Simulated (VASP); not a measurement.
# Si in VASP: further runs, part 2 of 2

VASP 6.6.1. The steps go on from the part before.

## 3. Single point, HSE06

This run uses another cell than the first one, of 20.57 Å³/atom, 1.030 times its volume.

File POSCAR:

```
Si
1.0
    0.0000000000      2.7398772164      2.7398772164
    2.7398772164      0.0000000000      2.7398772164
    2.7398772164      2.7398772164      0.0000000000
Si
2
Direct
    0.5000000000      0.5000000000      0.5000000000
    0.7500000000      0.7500000000      0.7500000000
```

File INCAR.step1:

```
ALGO = Normal
EDIFF = 1E-5
ENCUT = 520
GGA = PE
ISIF = 2
ISMEAR = -1
LASPH = T
LCHARG = F
LREAL = F
LWAVE = T
NBANDS = 11
NELM = 80
PREC = Accurate
SIGMA = 0.05
```

File INCAR.step2:

```
ALGO = Normal
EDIFF = 1E-7
ENCUT = 520
GGA = PE
HFSCREEN = 0.2079
ISIF = 2
ISMEAR = -1
ISTART = 1
LASPH = T
LCHARG = F
LHFCALC = T
LREAL = F
LWAVE = F
NBANDS = 11
NELM = 80
PREC = Accurate
PRECFOCK = Normal
SIGMA = 0.05
```

File KPOINTS:

```
k-points
0
Gamma
  6 6 6
```

Potentials or basis: VASP PAW PBE potentials, release 64 (Si).

Launch:

```bash
> cat potpaw_PBE.64/Si/POTCAR > POTCAR
> cp INCAR.step1 INCAR
> mpirun -np 1 vasp_std > vasp.out
> cp INCAR.step2 INCAR
> mpirun -np 1 vasp_std > vasp.out
```

OUTCAR:

```text
EDIFF = 1E-7
   ENCUT = 520
   GGA = PE
   HFSCREEN = 0.2079
   ISIF = 2
   ISMEAR = -1
   ISTART = 1
   LASPH = T
   LHFCALC = T
   LREAL = F
   NELM = 80
   PREC = Accurate
   PRECFOCK = Normal

 ion  position               nearest neighbor table
   1  0.500  0.500  0.500-   2 2.37   2 2.37   2 2.37   2 2.37
   2  0.750  0.750  0.750-   1 2.37   1 2.37   1 2.37   1 2.37

  LATTYP: Found a face centered cubic cell.
 ALAT       =     5.4797544328

  Lattice vectors:

 A1 = (   0.0000000000,   2.7398772164,   2.7398772164)
 A2 = (   2.7398772164,   0.0000000000,   2.7398772164)
 A3 = (   2.7398772164,   2.7398772164,   0.0000000000)

Analysis of symmetry for initial positions (statically):
=====================================================================
 Subroutine PRICEL returns:
 Original cell was already a primitive cell.

 Routine SETGRP: Setting up the symmetry group for a
 face centered cubic supercell.

 Subroutine GETGRP returns: Found 48 space group operations
 (whereof 24 operations were pure point group operations)
 out of a pool of 48 trial point group operations.

The static configuration has the point symmetry T_d .
 The point group associated with its full space group is O_h .

Analysis of symmetry for dynamics (positions and initial velocities):
=====================================================================
 Subroutine PRICEL returns:
 Original cell was already a primitive cell.

 Routine SETGRP: Setting up the symmetry group for a
 face centered cubic supercell.

 Subroutine GETGRP returns: Found 48 space group operations
 (whereof 24 operations were pure point group operations)
 out of a pool of 48 trial point group operations.

The dynamic configuration has the point symmetry T_d .
 The point group associated with its full space group is O_h .

 Subroutine INISYM returns: Found 48 space group operations
 (whereof 24 operations are pure point group operations),
 and found     1 'primitive' translations

----------------------------------------------------------------------------------------

                                     Primitive cell

  volume of cell :      41.1361

  direct lattice vectors                    reciprocal lattice vectors
     0.000000000  2.739877216  2.739877216    -0.182489929  0.182489929  0.182489929
     2.739877216  0.000000000  2.739877216     0.182489929 -0.182489929  0.182489929
     2.739877216  2.739877216  0.000000000     0.182489929  0.182489929 -0.182489929

  length of vectors
     3.874771519  3.874771519  3.874771519     0.316081830  0.316081830  0.316081830

  position of ions in fractional coordinates (direct lattice)
     0.500000000  0.500000000  0.500000000
     0.750000000  0.750000000  0.750000000

  ion indices of the primitive-cell ions
   primitive index   ion index
                 1           1
                 2           2

----------------------------------------------------------------------------------------

[... 43 lines left out ...]
   number of dos      NEDOS =    301   number of ions     NIONS =      2
   total plane-waves  NPLWV =  27000
   dimension x,y,z NGX =    30 NGY =   30 NGZ =   30
   dimension x,y,z NGXF=    60 NGYF=   60 NGZF=   60
   ions per type =               2
   NGX,Y,Z   is equivalent  to a cutoff of  12.87, 12.87, 12.87 a.u.
   NGXF,Y,Z  is equivalent  to a cutoff of  25.74, 25.74, 25.74 a.u.
 SYSTEM =  unknown system
   PREC   = accura    normal or accurate (medium, high low for compatibility)
   ISTART =      1    job   : 0-new  1-cont  2-samecut
   ICHARG =      0    charge: 1-file 2-atom 10-const
   ISPIN  =      1    spin polarized calculation?
   LNONCOLLINEAR =      F non collinear calculations
   LSORBIT =      F    spin-orbit coupling
   LASPH  =      T    aspherical Exc in radial PAW
   ENCUT  =  520.0 eV  38.22 Ry    6.18 a.u.   7.20  7.20  7.20*2*pi/ulx,y,z
   NELM   =     80;   NELMIN=  2; NELMDL=  0     # of ELM steps
   EDIFF  = 0.1E-06   stopping-criterion for ELM
   LREAL  =      F    real-space projection
   EDIFFG = 0.1E-05   stopping-criterion for IOM
   NSW    =      0    number of steps for IOM
   IBRION =     -1    ionic relax: 0-MD 1-quasi-New 2-CG
   NFREE  =      0    steps in history (QN), initial steepest desc. (CG)
   ISIF   =      2    stress and relaxation
   ISYM   =      3    0-nonsym 1-usesym 2-fastsym
   POTIM  = 0.5000    time-step for ionic-motion
   TEBEG  =    0.0;   TEEND  =   0.0 temperature during run
   PSTRESS=    0.0 pullay stress
   NELECT =       8.0000    total number of electrons
   NUPDOWN=      -1.0000    fix difference up-down
   EMIN   =  10.00;   EMAX   =-10.00  energy-range for DOS
   EFERMI =   0.00;   METHOD = LEGACY
   ISMEAR =    -1;   SIGMA  =   0.05  broadening in eV -4-tet -1-fermi 0-gaus
   EFERMI_NEDOS =   21; number of points for ismear=-14 and -15
   IALGO  =     38    algorithm
   IMIX   =      1    mixing-type and parameters
     AMIX     =   0.40;   BMIX     =  1.00
     AMIX_MAG =   1.60;   BMIX_MAG =  1.00
  volume/ion in A,a.u.               =      20.57       138.80
  Fermi-wavevector in a.u.,A,eV,Ry     =   0.948485  1.792376 12.240121  0.899623
  Thomas-Fermi vector in A             =   2.076678
   LORBIT       =      0    0 simple, 1 ext, 2 COOP (PROOUT), +10 PAW based schemes
   GGA     = PE    functional components
   LHFCALC =     T    Hartree Fock is set to
   PRECFOCK=normal    Normal, Fast or Accurate (Low or Medium for compatibility)
   ENCUT4O =  -1.0   cutoff for four orbital integrals eV
   NKREDX  =     1    reduce k-point grid by
   NKREDY  =     1    reduce k-point grid by
   NKREDZ  =     1    reduce k-point grid by
   AEXX    =    0.2500 exact exchange contribution
   HFSCREEN=    0.2079 screening length (either q_TF or 0.3 A-1)
   HFSCREENC=   0.2079 screening length for correlation (either q_TF or 0.3 A-1)
   ENCUTFOCK=  -1.0 apply spherical cutoff to Coloumb kernel
   IVDW    =     0    specifies the selected vdW correction
   LEPSILON=     F    determine dielectric tensor
   LRPA    =     F    only Hartree local field effects (RPA)
 non-spin polarized calculation
  energy-cutoff  :      520.00
  volume of cell :       41.14
 maximum number of plane-waves:      1125
 NGX is ok and might be reduce to    30
  NGX = 24; NGY = 24; NGZ = 24

 number of electron       8.0000001 magnetization

 Free energy of the ion-electron system (eV)
  ---------------------------------------------------
  ext. energy  EPLUGINS =         0.00000000
  ---------------------------------------------------
  free energy    TOTEN  =       -12.52554276 eV

  energy without entropy =      -12.52554264  energy(sigma->0) =      -12.52554270

 E-fermi :   5.8448     XC(G=0):  -7.7654

 val. band max:        5.2068403659   @ k =   0.0000   0.0000   0.0000
 cond. band min:       6.5501135511   @ k =   0.5000   0.5000   0.0000
 fundamental gap:      1.3432731852
 Fermi energy:         5.8447720570

 k-point     1 :       0.0000    0.0000    0.0000
  band No.  band energies     occupation
      1      -7.8823      2.00000
      2       5.2068      1.99999
      3       5.2068      1.99999
      4       5.2068      1.99999
      5       8.5180      0.00000
      6       8.5180      0.00000
      7       8.5180      0.00000
      8       9.1977      0.00000
      9      13.8885      0.00000
     10      13.9697      0.00000
     11      13.9697      0.00000
[... 197 lines left out ...]
 k-point    16 :      -0.3333    0.5000    0.1667
  band No.  band energies     occupation
      1      -3.2414      2.00000
      2      -3.2414      2.00000
      3       1.3546      2.00000
      4       1.3546      2.00000
      5       8.6671      0.00000
      6       8.6671      0.00000
      7      12.9158      0.00000
      8      12.9158      0.00000
      9      16.9253      0.00000
     10      16.9253      0.00000
     11      19.3015      0.00000

------------------------ aborting loop because EDIFF is reached ----------------------------------------

  FORCE on cell =-STRESS in cart. coord.  units (eV):
  Direction    XX          YY          ZZ          XY          YZ          ZX
  --------------------------------------------------------------------------------------
  -------------------------------------------------------------------------------------
  Total       -0.6004486     -0.6004486     -0.6004486      0.0000000      0.0000000      0.0000000
  in kB      -23.3863858    -23.3863858    -23.3863858      0.0000000      0.0000000      0.0000000
  external PRESSURE =     -23.3863858 kB  Pullay stress =       0.0000000 kB

 VOLUME and BASIS-vectors are now :
 -----------------------------------------------------------------------------
  energy-cutoff  :      520.00
  volume of cell :       41.14
      direct lattice vectors                 reciprocal lattice vectors
     0.000000000  2.739877216  2.739877216    -0.182489929  0.182489929  0.182489929
     2.739877216  0.000000000  2.739877216     0.182489929 -0.182489929  0.182489929
     2.739877216  2.739877216  0.000000000     0.182489929  0.182489929 -0.182489929

 POSITION                                       TOTAL-FORCE (eV/Angst)
 -----------------------------------------------------------------------------------
      2.73988      2.73988      2.73988         0.000000      0.000000      0.000000
      4.10982      4.10982      4.10982        -0.000000     -0.000000     -0.000000
 -----------------------------------------------------------------------------------
    total drift:                                0.000000      0.000000      0.000000

  FREE ENERGIE OF THE ION-ELECTRON SYSTEM (eV)
  ---------------------------------------------------
  free  energy   TOTEN  =       -12.5255427565 eV

  energy  without entropy=      -12.5255426408  energy(sigma->0) =      -12.52554270
```

Wall time 16 min (1 thread of AMD EPYC 7R13 (Zen 3), shared host); peak memory 0.24 GiB.

Results:

```yaml
Free_energy: -12.5255 eV
Pressure: -2.3 GPa
Band_gap_on_the_k_mesh: 1.34 eV, indirect (least direct gap 3.31 eV)
```

Levels at points of the mesh, in eV from the valence-band top:
| k point | band 1 | band 2 | band 3 | band 4 | band 5 | band 6 | band 7 | band 8 | band 9 |
| --- | --- | --- | --- | --- | --- | --- | --- | --- | --- |
| (0.00, 0.00, 0.00) | -13.09 | 0.00 | 0.00 | 0.00 | 3.31 | 3.31 | 3.31 | 3.99 | 8.68 |
| (0.50, 0.00, 0.00) | -10.57 | -7.57 | -1.28 | -1.28 | 2.14 | 4.15 | 4.15 | 8.58 | 11.72 |
| (0.50, 0.50, 0.00) | -8.57 | -8.57 | -3.06 | -3.06 | 1.34 | 1.34 | 11.25 | 11.25 | 12.13 |

Caveat: the PAW data sets were made with another functional, which shifts forces and pressure a little.

## 4. Single point, HSE06

This run uses another cell than the first one, of 20.97 Å³/atom, 1.051 times its volume.

File POSCAR:

```
Si
1.0
    0.0000000000      2.7576691254      2.7576691254
    2.7576691254      0.0000000000      2.7576691254
    2.7576691254      2.7576691254      0.0000000000
Si
2
Direct
    0.5000000000      0.5000000000      0.5000000000
    0.7500000000      0.7500000000      0.7500000000
```

File INCAR.step1:

```
  PREC = Accurate
  ENCUT = 520
  EDIFF = 1E-5
  ISMEAR = -1
  SIGMA = 0.05
  LREAL = F
  LASPH = T
  NELM = 80
  ALGO = Normal
  ISIF = 2
  LWAVE = T
  GGA = PE
  NBANDS = 11
```

File INCAR.step2:

```
  PREC = Accurate
  ENCUT = 520
  EDIFF = 1E-6
  ISMEAR = -1
  SIGMA = 0.05
  LREAL = F
  LASPH = T
  NELM = 80
  ALGO = Normal
  ISIF = 2
  LWAVE = F
  LCHARG = T
  GGA = PE
  LHFCALC = T
  HFSCREEN = 0.2079
  PRECFOCK = Normal
  LELF = T
  LVHAR = T
  ISTART = 1
  NBANDS = 11
```

File KPOINTS:

```
regular mesh
0
Gamma
  6 6 6
```

Launch:

```bash
> cat potpaw_PBE.64/Si/POTCAR > POTCAR
> cp INCAR.step1 INCAR
> mpirun -np 1 vasp_std > vasp.out
> cp INCAR.step2 INCAR
> mpirun -np 1 vasp_std > vasp.out
```

Wall time 11 min (1 thread of AMD EPYC 7R13 (Zen 3), shared host); peak memory 0.24 GiB.

Results (log left out):

- Free energy: -12.5096 eV
- Pressure: -4.0 GPa
- Band gap on the k mesh: 1.37 eV, indirect (least direct gap 3.30 eV)

Levels at points of the mesh, in eV from the valence-band top:
| k point | band 1 | band 2 | band 3 | band 4 | band 5 | band 6 | band 7 | band 8 |
| --- | --- | --- | --- | --- | --- | --- | --- | --- |
| (0.00, 0.00, 0.00) | -12.95 | 0.00 | 0.00 | 0.00 | 3.30 | 3.30 | 3.30 | 3.75 |
| (0.50, 0.00, 0.00) | -10.48 | -7.48 | -1.27 | -1.27 | 2.06 | 4.15 | 4.15 | 8.55 |
| (0.50, 0.50, 0.00) | -8.51 | -8.51 | -3.00 | -3.00 | 1.38 | 1.38 | 11.07 | 11.07 |

Caveat: the PAW data sets were made with another functional, which shifts forces and pressure a little.

## 5. Single point, HSE06

This run uses another cell than the first one, of 21.37 Å³/atom, 1.071 times its volume.

File POSCAR:

```
Si
1.0
    0.0000000000      2.7752343705      2.7752343705
    2.7752343705      0.0000000000      2.7752343705
    2.7752343705      2.7752343705      0.0000000000
Si
2
Direct
    0.5000000000      0.5000000000      0.5000000000
    0.7500000000      0.7500000000      0.7500000000
```

File INCAR.step1:

```
PREC     = Accurate       # precision mode
ENCUT    = 520            # plane-wave cutoff, eV
EDIFF    = 1E-5           # SCF threshold, eV
ISMEAR   = -1             # smearing method
SIGMA    = 0.05           # smearing width, eV
LREAL    = False          # projectors in reciprocal space
LASPH    = True           # aspherical terms in the spheres
NELM     = 100            # most SCF steps
ALGO     = Normal         # electronic algorithm
ISIF     = 2              # what is computed and relaxed
LWAVE    = True           # write WAVECAR
LCHARG   = False          # write CHGCAR
NBANDS   = 11             # bands
GGA      = PE             # functional
```

File INCAR.step2:

```
PREC     = Accurate       # precision mode
ENCUT    = 520            # plane-wave cutoff, eV
EDIFF    = 1E-6           # SCF threshold, eV
ISMEAR   = -1             # smearing method
SIGMA    = 0.05           # smearing width, eV
LREAL    = False          # projectors in reciprocal space
LASPH    = True           # aspherical terms in the spheres
NELM     = 100            # most SCF steps
ALGO     = Normal         # electronic algorithm
ISIF     = 2              # what is computed and relaxed
LWAVE    = False          # write WAVECAR
LCHARG   = False          # write CHGCAR
GGA      = PE             # functional
LHFCALC  = True           # exact exchange
HFSCREEN = 0.2079         # screening, 1/A
PRECFOCK = Normal       
NBANDS   = 11             # bands
ISTART   = 1
```

KPOINTS is that of step 4.

Launch:

```bash
> cat potpaw_PBE.64/Si/POTCAR > POTCAR
> cp INCAR.step1 INCAR
> mpirun -np 1 vasp_std > vasp.out
> cp INCAR.step2 INCAR
> mpirun -np 1 vasp_std > vasp.out
```

Wall time 10 min (1 thread of AMD EPYC 7R13 (Zen 3), shared host); peak memory 0.24 GiB.

Results (log left out):

| Item | Value |
| --- | --- |
| Free energy | -12.4856 eV |
| Pressure | -5.5 GPa |
| Band gap on the k mesh | 1.40 eV, indirect (least direct gap 3.23 eV) |

Levels at points of the mesh, in eV from the valence-band top:
```
           k point  band 2  band 3  band 4  band 5  band 6  band 7
(0.00, 0.00, 0.00)    0.00    0.00    0.00    3.29    3.29    3.29
(0.50, 0.00, 0.00)   -7.39   -1.25   -1.25    1.99    4.15    4.15
(0.50, 0.50, 0.00)   -8.45   -2.95   -2.95    1.41    1.41   10.90
```

Caveat: the PAW data sets were made with another functional, which shifts forces and pressure a little.

## 6. Single point, PBE

This run uses another cell than the first one, of 20.16 Å³/atom, 1.010 times its volume.

File INCAR:

```
SYSTEM = Si
  PREC = Accurate
  ENCUT = 500
  EDIFF = 1E-6
  ISMEAR = -1
  SIGMA = 0.02
  LREAL = .FALSE.
  LASPH = .TRUE.
  NELM = 120
  ALGO = Normal
  ISIF = 2
  LWAVE = .FALSE.
  LCHARG = .FALSE.
  GGA = PE
  NBANDS = 11
  GGA_COMPAT = .FALSE.
```

File KPOINTS:

```
Automatic mesh
0
G
  8 8 8
  0 0 0
```

File POSCAR:

```
Si
1.0
    0.0000000000      2.7218511865      2.7218511865
    2.7218511865      0.0000000000      2.7218511865
    2.7218511865      2.7218511865      0.0000000000
Si
2
Direct
    0.5000000000      0.5000000000      0.5000000000
    0.7500000000      0.7500000000      0.7500000000
```

Potentials or basis: VASP PAW PBE potentials, release 64 (Si).

Launch:

```bash
> cat potpaw_PBE.64/Si/POTCAR > POTCAR
> mpirun -np 1 vasp_std > vasp.out
```

It took 18 s on 1 thread of Intel Xeon 8259CL, shared host; peak memory 0.15 GiB.

Results (log left out):

| Property | Result |
| --- | --- |
| Free energy | -10.8439 eV |
| Pressure | 1.3 GPa |
| Band gap on the k mesh | 0.63 eV, indirect (least direct gap 2.56 eV) |

Levels at points of the mesh, in eV from the valence-band top:
```
           k point  band 2  band 3  band 4  band 5  band 6  band 7
(0.00, 0.00, 0.00)    0.00    0.00    0.00    2.56    2.56    2.56
(0.50, 0.00, 0.00)   -6.93   -1.19   -1.19    1.51    3.34    3.34
(0.50, 0.50, 0.00)   -7.79   -2.83   -2.83    0.72    0.72   10.05
```

A k mesh can miss the band edges. PBE gaps usually lie below the measured ones, often by a third to a half.

## 7. Overview

```csv
task,level,cell,k mesh,cutoff (eV),smearing,grid for exact exchange (PRECFOCK),screening parameter,gap on the mesh (eV),pressure (GPa)
relaxation of the atoms,PBE,"atoms relaxed from a = 3.849, b = 3.830, c = 3.830 Å, angles 60.3, 59.8, 59.8°, 2 atoms",8 × 8 × 8,520,fermi-dirac 0.05 eV,-,-,0.50,2.2
single point,HSE06,"a = 3.875 Å, angles 60.0°, 2 atoms",6 × 6 × 6,520,fermi-dirac 0.05 eV,Normal,0.2079 1/Å,1.34,-2.3
single point,HSE06,"a = 3.900 Å, angles 60.0°, 2 atoms",6 × 6 × 6,520,fermi-dirac 0.05 eV,Normal,0.2079 1/Å,1.37,-4.0
single point,HSE06,"a = 3.925 Å, angles 60.0°, 2 atoms",6 × 6 × 6,520,fermi-dirac 0.05 eV,Normal,0.2079 1/Å,1.40,-5.5
single point,PBE,"a = 3.849 Å, angles 60.0°, 2 atoms",8 × 8 × 8,500,fermi-dirac 0.02 eV,-,-,0.63,1.3
```

Alike in all rows: potentials or basis VASP PAW PBE potentials, release 64 (Si); no spin polarisation.

Caveats: the PAW data sets were made with another functional, which shifts forces and pressure a little (some runs); the relaxation stopped at its first step, so nothing moved (some runs).

Total energies depend on the potentials used, so only differences within one code and one set of settings carry meaning.
